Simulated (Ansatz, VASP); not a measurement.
# Two plane-wave programs on B

```
CELL_PARAMETERS angstrom
1.20266 -3.81508 0.00000
1.20266 3.81508 0.00000
0.00000 0.00000 3.18287
ATOMIC_POSITIONS crystal
B 0.09800 0.90200 0.91000
B 0.59800 0.40200 0.59000
B 0.90200 0.09800 0.09000
B 0.40200 0.59800 0.41000
```

Alike in both runs: task relaxation of cell and atoms; functional PBE; k mesh 8 × 8 × 6; occupations gaussian, width 0.1 eV; no spin polarisation.

|  | VASP | Ansatz |
| --- | --- | --- |
| version | VASP 6.6.1 | Ansatz 0.2.0 |
| potentials or method | VASP PAW PBE potentials, release 64 (B), cutoff 600 eV | scalar-relativistic, plane waves, PAW |
| valence electrons in the cell | 12 | 12 |

Ansatz gave:

- gap on the k mesh at the Fermi level, each at its own relaxed structure (eV): none
- relaxed volume (Å³/atom): 6.39
- relaxed length of the cell vector where the two differ most in proportion (Å): 3.263

Which values does VASP return?

gap on the k mesh at the Fermi level, each at its own relaxed structure (eV): none; relaxed volume (Å³/atom): 6.38; relaxed length of the cell vector where the two differ most in proportion (Å): 3.262.

A gap of «none» marks a metal or a gap that the smearing closes.
